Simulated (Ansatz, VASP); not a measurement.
**BN: VASP beside Ansatz**

File POSCAR:

```
BN
1.0
    0.0000000000      1.8130010000      1.8130010000
    1.8130010000      0.0000000000      1.8130010000
    1.8130010000      1.8130010000      0.0000000000
B N
1 1
Direct
   -0.0097505018      0.0097505018      0.0000000000
    0.7500000000      0.7500000000      0.7500000000
```

File INCAR.step1:

```
PREC = Accurate ; ENCUT = 520
ISMEAR = 0 ; SIGMA = 0.05
LREAL = F ; LASPH = T
NELM = 60 ; NBANDS = 11
GGA = PE ; ALGO = Normal
EDIFF = 1E-4 ; LWAVE = T
LCHARG = F
```

File INCAR.step2:

```
PREC = Accurate ; ENCUT = 520
EDIFF = 1E-7 ; ISMEAR = 0
SIGMA = 0.05 ; LREAL = F
LASPH = T ; NELM = 60
ALGO = Normal ; ISIF = 2
LWAVE = F ; LCHARG = F
METAGGA = R2SCAN ; LMIXTAU = T
NBANDS = 11 ; ISTART = 1
```

KPOINTS

```
regular mesh
0
Gamma
  12 12 12
```

Input for Ansatz:

```yaml
crystal:
  lattice:
    - [0.0, 1.813001, 1.813001]
    - [1.813001, 0.0, 1.813001]
    - [1.813001, 1.813001, 0.0]
  atoms:
    - { symbol: B, position: [-0.0097505018, 0.0097505018, 0.0] }
    - { symbol: "N", position: [0.75, 0.75, 0.75] }
basis:
  ecutwfc: 500
kpoints:
  mp_grid: { grid: [12, 12, 12] }
hamiltonian:
  xc: r2scan
scf:
  occupations: { method: gaussian, width: 0.05 }
output:
  forces: true
  stress: true
  eigenvalues: true
```

Change from the starting cell: all B atoms moved +0.025 Å, as atom 1 along Cartesian [1 -1 0].

Alike in both runs: task single point; functional r2SCAN; k mesh 12 × 12 × 12; occupations gaussian, width 0.05 eV; no spin polarisation.

|  | VASP | Ansatz |
| --- | --- | --- |
| version | VASP 6.6.1 | Ansatz 0.2.0 |
| potentials or method | VASP PAW PBE potentials, release 64 (B, N), cutoff 520 eV | scalar-relativistic, plane waves, PAW |
| valence electrons in the cell | 8 | 8 |

|  | VASP | Ansatz | Ansatz less VASP |
| --- | --- | --- | --- |
| gap on the k mesh at the Fermi level (eV) | 4.73 | 4.75 | +0.020 |
| least direct gap on the mesh (eV) | 9.09 | 9.12 | +0.032 |
| pressure (GPa) | -3.9 | -5.0 | -1.06 |
| traceless stress, the component that is largest in VASP (GPa) | -0.19 | -0.20 | -0.003 |
| rms of the force components (eV/Å) | 0.342 | 0.342 | -0.0008 |

VASP's potentials were made for PBE, not for r2SCAN. Atom by atom the forces differ by 0.001 eV/Å (rms over components).
